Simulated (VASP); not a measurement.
# Li5Cl4 (Pbam) in VASP: a series of runs

Li5Cl4 is run at these levels: PBE; tasks: single point.

All numbers are computed with VASP 6.6.1; they aren't measurements. Logs are shortened: lines on timing, memory, paths and dates and some standing lists are left out, and cuts for length are marked.

## (1) The cell of the first run

The structure is orthorhombic, space group Pbam (No. 55). The conventional cell has a = 5.893 Å, b = 12.146 Å, c = 3.482 Å, α = 90.00°, β = 90.00°, γ = 90.00°. Within 2.8 Å of Li (site symmetry m) lie 4 Cl at 2.12 to 2.18 Å and 1 Li at 2.75 Å. Li (site symmetry m) has 4 Cl at 2.12 to 2.17 Å and 2 Li at 2.32 Å within 2.8 Å. Li (site symmetry 2/m) has 6 Li at 2.32 to 2.75 Å and 6 Cl at 2.32 to 2.75 Å within 3.1 Å. Within 2.8 Å of Cl (site symmetry m) lie 5 Li at 2.12 to 2.75 Å. Cl (site symmetry m) has 6 Li at 2.12 to 2.32 Å within 2.8 Å.

The cell was generated, and may not be a known phase.

## (2) Single point, PBE

Contents of INCAR:

```
ALGO     = Normal         # electronic algorithm
EDIFF    = 1E-6           # SCF threshold, eV
ENCUT    = 520            # plane-wave cutoff, eV
GGA      = PE             # functional
ISIF     = 2              # what is computed and relaxed
ISMEAR   = 0              # smearing method
LASPH    = T              # aspherical terms in the spheres
LCHARG   = F              # write CHGCAR
LREAL    = Auto         
LWAVE    = F              # write WAVECAR
NBANDS   = 58             # bands
NELM     = 80             # most SCF steps
PREC     = Accurate       # precision mode
SIGMA    = 0.1            # smearing width, eV
```

Contents of KPOINTS:

```
k-points
0
Gamma
  4 2 6
```

Contents of POSCAR:

```
Li5Cl4
1.0
    5.8934019200      0.0000000000      0.0000000000
    0.0000000000     12.1459146200      0.0000000000
    0.0000000000      0.0000000000      3.4821875500
Li Cl
10 8
Direct
    0.8148029400      0.6665878300      0.0000000000
    0.3148029400      0.8334121700      0.0000000000
    0.8155520400      0.9108229500      0.5000000000
    0.3155520400      0.5891770500      0.5000000000
    0.1851970600      0.3334121700      0.0000000000
    0.6851970600      0.1665878300      0.0000000000
    0.1844479600      0.0891770500      0.5000000000
    0.6844479600      0.4108229500      0.5000000000
    0.0000000000      0.0000000000      0.0000000000
    0.5000000000      0.5000000000      0.0000000000
    0.6851970600      0.8334121700      0.0000000000
    0.1851970600      0.6665878300      0.0000000000
    0.6844479600      0.5891770500      0.5000000000
    0.1844479600      0.9108229500      0.5000000000
    0.3148029400      0.1665878300      0.0000000000
    0.8148029400      0.3334121700      0.0000000000
    0.3155520400      0.4108229500      0.5000000000
    0.8155520400      0.0891770500      0.5000000000
```

Potentials or basis: VASP PAW PBE potentials, release 64 (Li_sv, Cl).

Launch:

```
$ cat potpaw_PBE.64/Li_sv/POTCAR potpaw_PBE.64/Cl/POTCAR > POTCAR
$ mpirun -np 1 vasp_std > vasp.out
```

OUTCAR:

```text
EDIFF = 1E-6
   ENCUT = 520
   GGA = PE
   ISIF = 2
   ISMEAR = 0
   LASPH = T
   LREAL = Auto
   NELM = 80
   PREC = Accurate

 ion  position               nearest neighbor table
   1  0.815  0.667  0.000-  13 2.12  13 2.12  11 2.17  12 2.18
   2  0.315  0.833  0.000-  14 2.12  14 2.12  12 2.17  11 2.18
   3  0.816  0.911  0.500-  11 2.12  11 2.12  18 2.17  14 2.17   9 2.32   9 2.32
   4  0.316  0.589  0.500-  12 2.12  12 2.12  17 2.17  13 2.17  10 2.32  10 2.32
   5  0.185  0.333  0.000-  17 2.12  17 2.12  15 2.17  16 2.18
   6  0.685  0.167  0.000-  18 2.12  18 2.12  16 2.17  15 2.18
   7  0.184  0.089  0.500-  15 2.12  15 2.12  14 2.17  18 2.17   9 2.32   9 2.32
   8  0.684  0.411  0.500-  16 2.12  16 2.12  13 2.17  17 2.17  10 2.32  10 2.32
   9  0.000  0.000  0.000-   3 2.32   7 2.32  14 2.32  18 2.32   3 2.32   7 2.32  14 2.32  18 2.32

  10  0.500  0.500  0.000-   4 2.32   8 2.32  13 2.32  17 2.32   4 2.32   8 2.32  13 2.32  17 2.32

  11  0.685  0.833  0.000-   3 2.12   3 2.12   1 2.17   2 2.18
  12  0.185  0.667  0.000-   4 2.12   4 2.12   2 2.17   1 2.18
  13  0.684  0.589  0.500-   1 2.12   1 2.12   8 2.17   4 2.17  10 2.32  10 2.32
  14  0.184  0.911  0.500-   2 2.12   2 2.12   7 2.17   3 2.17   9 2.32   9 2.32
  15  0.315  0.167  0.000-   7 2.12   7 2.12   5 2.17   6 2.18
  16  0.815  0.333  0.000-   8 2.12   8 2.12   6 2.17   5 2.18
  17  0.316  0.411  0.500-   5 2.12   5 2.12   4 2.17   8 2.17  10 2.32  10 2.32
  18  0.816  0.089  0.500-   6 2.12   6 2.12   3 2.17   7 2.17   9 2.32   9 2.32

  LATTYP: Found a simple orthorhombic cell.
 ALAT       =     3.4821875500
 B/A-ratio  =     1.6924424188
 C/A-ratio  =     3.4880127637

  Lattice vectors:

 A1 = (   0.0000000000,   0.0000000000,   3.4821875500)
 A2 = (   5.8934019200,   0.0000000000,   0.0000000000)
 A3 = (   0.0000000000,  12.1459146200,   0.0000000000)

Analysis of symmetry for initial positions (statically):
=====================================================================
 Subroutine PRICEL returns:
 Original cell was already a primitive cell.

 Routine SETGRP: Setting up the symmetry group for a
 simple orthorhombic supercell.

 Subroutine GETGRP returns: Found  8 space group operations
 (whereof  4 operations were pure point group operations)
 out of a pool of  8 trial point group operations.

The static configuration has the point symmetry C_2h.
 The point group associated with its full space group is D_2h.

Analysis of symmetry for dynamics (positions and initial velocities):
=====================================================================
 Subroutine PRICEL returns:
 Original cell was already a primitive cell.

 Routine SETGRP: Setting up the symmetry group for a
 simple orthorhombic supercell.

 Subroutine GETGRP returns: Found  8 space group operations
 (whereof  4 operations were pure point group operations)
 out of a pool of  8 trial point group operations.

The dynamic configuration has the point symmetry C_2h.
 The point group associated with its full space group is D_2h.

 Subroutine INISYM returns: Found  8 space group operations
 (whereof  4 operations are pure point group operations),
 and found     1 'primitive' translations

----------------------------------------------------------------------------------------

                                     Primitive cell

  volume of cell :     249.2576

  direct lattice vectors                    reciprocal lattice vectors
     5.893401920  0.000000000  0.000000000     0.169681283  0.000000000  0.000000000
     0.000000000 12.145914620  0.000000000     0.000000000  0.082332211  0.000000000
     0.000000000  0.000000000  3.482187550     0.000000000  0.000000000  0.287175801

  length of vectors
     5.893401920 12.145914620  3.482187550     0.169681283  0.082332211  0.287175801

  position of ions in fractional coordinates (direct lattice)
     0.814802940  0.666587830  0.000000000
     0.314802940  0.833412170  0.000000000
     0.815552040  0.910822950  0.500000000
     0.315552040  0.589177050  0.500000000
     0.185197060  0.333412170  0.000000000
     0.685197060  0.166587830  0.000000000
[... 10 lines left out ...]
     0.315552040  0.410822950  0.500000000
     0.815552040  0.089177050  0.500000000

  ion indices of the primitive-cell ions
   primitive index   ion index
                 1           1
                 2           2
                 3           3
                 4           4
                 5           5
                 6           6
[... 10 lines left out ...]
                17          17
                18          18

----------------------------------------------------------------------------------------

 KPOINTS: k-points

Automatic generation of k-mesh.
 Grid dimensions read from file:
 generate k-points for:    4    2    6

 Generating k-lattice:

  Cartesian coordinates                     Fractional coordinates (reciprocal lattice)
     0.042420321  0.000000000  0.000000000     0.250000000  0.000000000  0.000000000
     0.000000000  0.041166105  0.000000000     0.000000000  0.500000000  0.000000000
     0.000000000  0.000000000  0.047862634     0.000000000  0.000000000  0.166666667

  Length of vectors
     0.042420321  0.041166105  0.047862634

  Shift w.r.t. Gamma in fractional coordinates (k-lattice)
     0.000000000  0.000000000  0.000000000

 Subroutine IBZKPT returns following result:
 ===========================================

 Found     24 irreducible k-points:

 Following reciprocal coordinates:
            Coordinates               Weight
  0.000000  0.000000  0.000000      1.000000
  0.250000  0.000000  0.000000      2.000000
  0.500000  0.000000  0.000000      1.000000
  0.000000  0.500000  0.000000      1.000000
  0.250000  0.500000  0.000000      2.000000
  0.500000  0.500000  0.000000      1.000000
[... 16 lines left out ...]
  0.250000  0.500000  0.500000      2.000000
  0.500000  0.500000  0.500000      1.000000
   k-points           NKPTS =     24   k-points in BZ     NKDIM =     24   number of bands    NBANDS=     58
   number of dos      NEDOS =    301   number of ions     NIONS =     18
   total plane-waves  NPLWV = 120960
   dimension x,y,z NGX =    48 NGY =   90 NGZ =   28
   dimension x,y,z NGXF=    96 NGYF=  180 NGZF=   56
   ions per type =              10   8
   NGX,Y,Z   is equivalent  to a cutoff of  13.54, 12.32, 13.37 a.u.
   NGXF,Y,Z  is equivalent  to a cutoff of  27.08, 24.64, 26.74 a.u.
 SYSTEM =  unknown system
   PREC   = accura    normal or accurate (medium, high low for compatibility)
   ISTART =      0    job   : 0-new  1-cont  2-samecut
   ICHARG =      2    charge: 1-file 2-atom 10-const
   ISPIN  =      1    spin polarized calculation?
   LNONCOLLINEAR =      F non collinear calculations
   LSORBIT =      F    spin-orbit coupling
   LASPH  =      T    aspherical Exc in radial PAW
   ENCUT  =  520.0 eV  38.22 Ry    6.18 a.u.  10.96 22.58  6.47*2*pi/ulx,y,z
   NELM   =     80;   NELMIN=  2; NELMDL= -5     # of ELM steps
   EDIFF  = 0.1E-05   stopping-criterion for ELM
   LREAL  =      T    real-space projection
   EDIFFG = 0.1E-04   stopping-criterion for IOM
   NSW    =      0    number of steps for IOM
   IBRION =     -1    ionic relax: 0-MD 1-quasi-New 2-CG
   NFREE  =      0    steps in history (QN), initial steepest desc. (CG)
   ISIF   =      2    stress and relaxation
   ISYM   =      2    0-nonsym 1-usesym 2-fastsym
   POTIM  = 0.5000    time-step for ionic-motion
   TEBEG  =    0.0;   TEEND  =   0.0 temperature during run
   PSTRESS=    0.0 pullay stress
   NELECT =      86.0000    total number of electrons
   NUPDOWN=      -1.0000    fix difference up-down
   EMIN   =  10.00;   EMAX   =-10.00  energy-range for DOS
   EFERMI =   0.00;   METHOD = LEGACY
   ISMEAR =     0;   SIGMA  =   0.10  broadening in eV -4-tet -1-fermi 0-gaus
   EFERMI_NEDOS =   21; number of points for ismear=-14 and -15
   IALGO  =     38    algorithm
   IMIX   =      4    mixing-type and parameters
     AMIX     =   0.40;   BMIX     =  1.00
     AMIX_MAG =   1.60;   BMIX_MAG =  1.00
  volume/ion in A,a.u.               =      13.85        93.45
  Fermi-wavevector in a.u.,A,eV,Ry     =   1.148219  2.169820 17.938023  1.318408
  Thomas-Fermi vector in A             =   2.284895
   LORBIT       =      0    0 simple, 1 ext, 2 COOP (PROOUT), +10 PAW based schemes
   GGA     = PE    functional components
   LHFCALC =     F    Hartree Fock is set to
   AEXX    =    0.0000 exact exchange contribution
   IVDW    =     0    specifies the selected vdW correction
   LEPSILON=     F    determine dielectric tensor
   LRPA    =     F    only Hartree local field effects (RPA)
 non-spin polarized calculation
 Gauss-broadening in eV      SIGMA  =   0.10
  energy-cutoff  :      520.00
  volume of cell :      249.26
 maximum number of plane-waves:      6750
 NGX is ok and might be reduce to    48
   NGX = 21   NGY = 45   NGZ = 13

 number of electron      86.0000029 magnetization

 Free energy of the ion-electron system (eV)
  ---------------------------------------------------
  ext. energy  EPLUGINS =         0.00000000
  ---------------------------------------------------
  free energy    TOTEN  =       -52.23454303 eV

  energy without entropy =      -52.21131274  energy(sigma->0) =      -52.22292789

 E-fermi :   8.3786     XC(G=0):  -9.2718

 val. band max:        8.3755830386   @ k =   0.2500   0.0000   0.5000
 cond. band min:       8.4084369433   @ k =   0.5000   0.0000   0.5000
 fundamental gap:      0.0328539047
 Fermi energy:         8.3786224006

 k-point     1 :       0.0000    0.0000    0.0000
  band No.  band energies     occupation
      1     -41.9987      2.00000
      2     -41.9987      2.00000
      3     -41.2647      2.00000
      4     -41.2646      2.00000
      5     -41.2622      2.00000
      6     -41.2621      2.00000
[... 47 lines left out ...]
     54      10.7632      0.00000
     55      10.8532      0.00000

 k-point     2 :       0.2500    0.0000    0.0000
  band No.  band energies     occupation
      1     -41.9987      2.00000
      2     -41.9987      2.00000
      3     -41.2647      2.00000
      4     -41.2647      2.00000
      5     -41.2621      2.00000
      6     -41.2621      2.00000
[... 47 lines left out ...]
     54      10.2202      0.00000
     55      10.8098      0.00000

 k-point     3 :       0.5000    0.0000    0.0000
  band No.  band energies     occupation
      1     -41.9987      2.00000
      2     -41.9987      2.00000
      3     -41.2647      2.00000
      4     -41.2647      2.00000
      5     -41.2621      2.00000
      6     -41.2621      2.00000
[... 1152 lines left out ...]
 k-point    23 :       0.2500    0.5000    0.5000
  band No.  band energies     occupation
      1     -41.9884      2.00000
      2     -41.9884      2.00000
      3     -41.2675      2.00000
      4     -41.2675      2.00000
      5     -41.2618      2.00000
      6     -41.2618      2.00000
[... 47 lines left out ...]
     54      10.9596      0.00000
     55      11.4302      0.00000

 k-point    24 :       0.5000    0.5000    0.5000
  band No.  band energies     occupation
      1     -41.9884      2.00000
      2     -41.9884      2.00000
      3     -41.2675      2.00000
      4     -41.2675      2.00000
      5     -41.2618      2.00000
      6     -41.2618      2.00000
[... 47 lines left out ...]
     54      11.1892      0.00000
     55      11.2108      0.00000
 [bands above 55 left out]

------------------------ aborting loop because EDIFF is reached ----------------------------------------

  FORCE on cell =-STRESS in cart. coord.  units (eV):
  Direction    XX          YY          ZZ          XY          YZ          ZX
  --------------------------------------------------------------------------------------
  -------------------------------------------------------------------------------------
  Total       27.4889843     29.5820791     34.3063835      0.0000000      0.0000000      0.0000000
  in kB      176.6936054    190.1475934    220.5144625      0.0000000      0.0000000      0.0000000
  external PRESSURE =     195.7852204 kB  Pullay stress =       0.0000000 kB

 VOLUME and BASIS-vectors are now :
 -----------------------------------------------------------------------------
  energy-cutoff  :      520.00
  volume of cell :      249.26
      direct lattice vectors                 reciprocal lattice vectors
     5.893401920  0.000000000  0.000000000     0.169681283  0.000000000  0.000000000
     0.000000000 12.145914620  0.000000000     0.000000000  0.082332211  0.000000000
     0.000000000  0.000000000  3.482187550     0.000000000  0.000000000  0.287175801

 POSITION                                       TOTAL-FORCE (eV/Angst)
 -----------------------------------------------------------------------------------
      4.80196      8.09632      0.00000         0.367811      0.276177      0.000000
      1.85526     10.12255      0.00000         0.367811     -0.276177      0.000000
      4.80638     11.06278      1.74109        -0.657104     -0.452503      0.000000
      1.85967      7.15609      1.74109        -0.657104      0.452503      0.000000
      1.09144      4.04960      0.00000        -0.367811     -0.276177      0.000000
      4.03814      2.02336      0.00000        -0.367811      0.276177      0.000000
[... 10 lines left out ...]
      1.85967      4.98982      1.74109        -0.185040      0.159550     -0.000000
      4.80638      1.08314      1.74109        -0.185040     -0.159550     -0.000000
 -----------------------------------------------------------------------------------
    total drift:                                0.000000      0.000000      0.000000

  FREE ENERGIE OF THE ION-ELECTRON SYSTEM (eV)
  ---------------------------------------------------
  free  energy   TOTEN  =       -52.2345430277 eV

  energy  without entropy=      -52.2113127437  energy(sigma->0) =      -52.22292789
```

Wall time 14 min (1 thread of Oxide Virtual Turin-like, shared host); peak memory 0.4 GiB.

What came out:

```
Free energy            : -52.2345 eV
Largest force          : 0.798 eV/Å
Band gap on the k mesh : zero (bands 43 and 44 overlap by 0.89 eV)
```

Forces on the atoms (eV/Å):
```
Li   0.368  0.276  0.000
Li   0.368 -0.276  0.000
Li  -0.657 -0.453  0.000
Li  -0.657  0.453  0.000
Li  -0.368 -0.276  0.000
Li  -0.368  0.276  0.000
Li   0.657  0.453  0.000
Li   0.657 -0.453  0.000
Li   0.000  0.000  0.000
Li   0.000  0.000  0.000
Cl  -0.412 -0.286  0.000
Cl  -0.412  0.286  0.000
Cl   0.185 -0.160  0.000
Cl   0.185  0.160  0.000
Cl   0.412  0.286  0.000
Cl   0.412 -0.286  0.000
Cl  -0.185  0.160  0.000
Cl  -0.185 -0.160  0.000
```

Caveat: the cutoff is under 1.25 times the usual one of these potentials, so pressure, stress and relaxed cells hold a basis-set (Pulay) error.

## (3) Single point, PBE

This run uses another cell than the first one, of 21.32 Å³/atom.

Contents of INCAR:

```
PREC = Accurate ; ENCUT = 520
EDIFF = 1E-6 ; ISMEAR = 0
SIGMA = 0.1 ; LREAL = Auto
LASPH = T ; NELM = 60
ALGO = Normal ; ISIF = 2
LWAVE = F ; LCHARG = F
GGA = PE ; NBANDS = 58
```

Contents of KPOINTS:

```
Automatic mesh
0
Gamma
  4 2 6
```

Contents of POSCAR:

```
Li5Cl4
1.0
    6.2480398702      0.0000000000      0.0000000000
    0.0000000000     17.1387422816      0.0000000000
    0.0000000000      0.0000000000      3.5832709726
Li Cl
10 8
Direct
    0.5827676792      0.6861377640      0.0000000000
    0.0827676792      0.8138622360      0.0000000000
    0.5558772305      0.9000031575      0.5000000000
    0.0558772305      0.5999968425      0.5000000000
    0.4172323208      0.3138622360      0.0000000000
    0.9172323208      0.1861377640      0.0000000000
    0.4441227695      0.0999968425      0.5000000000
    0.9441227695      0.4000031575      0.5000000000
    0.0000000000      0.0000000000      0.0000000000
    0.5000000000      0.5000000000      0.0000000000
    0.4580282228      0.8148657477      0.0000000000
   -0.0419717772      0.6851342523      0.0000000000
    0.4555710438      0.6040162090      0.5000000000
   -0.0444289562      0.8959837910      0.5000000000
    0.5419717772      0.1851342523      0.0000000000
    1.0419717772      0.3148657477      0.0000000000
    0.5444289562      0.3959837910      0.5000000000
    1.0444289562      0.1040162090      0.5000000000
```

Potentials or basis: VASP PAW PBE potentials, release 64 (Li_sv, Cl).

Launch:

```
$ cat potpaw_PBE.64/Li_sv/POTCAR potpaw_PBE.64/Cl/POTCAR > POTCAR
$ mpirun -np 1 vasp_std > vasp.out
```

Wall time 29 min (1 thread of Oxide Virtual Turin-like, shared host); peak memory 0.57 GiB.

The run converged. Its results:

- Free energy: -61.3698 eV
- Largest force: 0.040 eV/Å
- Band gap on the k mesh: zero (bands 43 and 44 overlap by 2.29 eV)

Forces on the atoms (eV/Å):
```
Li  -0.010  0.003  0.000
Li  -0.010 -0.003  0.000
Li   0.016  0.037  0.000
Li   0.016 -0.037  0.000
Li   0.010 -0.003  0.000
Li   0.010  0.003  0.000
Li  -0.016 -0.037  0.000
Li  -0.016  0.037  0.000
Li   0.000  0.000  0.000
Li   0.000  0.000  0.000
Cl   0.000 -0.018  0.000
Cl   0.000  0.018  0.000
Cl   0.001  0.002  0.000
Cl   0.001 -0.002  0.000
Cl   0.000  0.018  0.000
Cl   0.000 -0.018  0.000
Cl  -0.001 -0.002  0.000
Cl  -0.001  0.002  0.000
```

Levels at points of the mesh, in eV from the Fermi level:
| k point | band 41 | band 42 | band 43 | band 44 | band 45 | band 46 |
| --- | --- | --- | --- | --- | --- | --- |
| (0.00, 0.00, 0.00) | -4.70 | -4.70 | -0.85 | -0.62 | 1.54 | 1.78 |
| (0.50, 0.00, 0.00) | -4.78 | -4.78 | -0.54 | -0.54 | 1.30 | 1.30 |
| (0.00, 0.50, 0.00) | -4.70 | -4.70 | -0.74 | -0.74 | 1.69 | 1.69 |
| (0.50, 0.50, 0.00) | -4.78 | -4.78 | -0.54 | -0.54 | 1.29 | 1.29 |
| (0.00, 0.00, 0.50) | -5.35 | -5.29 | 1.46 | 1.52 | 1.66 | 1.70 |
| (0.50, 0.00, 0.50) | -5.31 | -5.31 | 0.99 | 0.99 | 1.74 | 1.74 |
| (0.00, 0.50, 0.50) | -5.34 | -5.34 | 1.55 | 1.55 | 1.60 | 1.60 |
| (0.50, 0.50, 0.50) | -5.32 | -5.32 | 1.00 | 1.00 | 1.77 | 1.77 |

Caveat: the cutoff is under 1.25 times the usual one of these potentials, so pressure, stress and relaxed cells hold a basis-set (Pulay) error.

The gap in the log of VASP goes by the Fermi energy; the results here count the filled bands.